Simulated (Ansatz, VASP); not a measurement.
# Ti: VASP beside Ansatz

```
Ti
1.0
     0.00000    2.00249    2.00249
     2.00249    0.00000    2.00249
     2.00249    2.00249    0.00000
Ti
1
Direct
  0.00000 0.00000 0.00000
```

Alike in both runs: functional LDA; k mesh 24 × 24 × 24; occupations fermi-dirac, width 0.1 eV; no spin polarisation.

Ansatz relaxed the structure, and its values are those at the end. VASP's run is a single point on that final structure, the one shown.

|  | VASP | Ansatz |
| --- | --- | --- |
| version | VASP 6.6.1 | Ansatz 0.2.0 |
| potentials or method | VASP PAW LDA potentials, release 64 (Ti_sv) | PAW with Ansatz's default frozen-core files, scalar-relativistic |
| plane-wave cutoff (eV) | 520 | 420 |
| valence electrons in the cell | 12 | 12 |

```tsv
	VASP	Ansatz	Ansatz less VASP
pressure (GPa)	-0.2	0.0	+0.15
```

LDA's correlation is that of Perdew and Zunger in VASP and of Perdew and Wang (1992) in Ansatz.
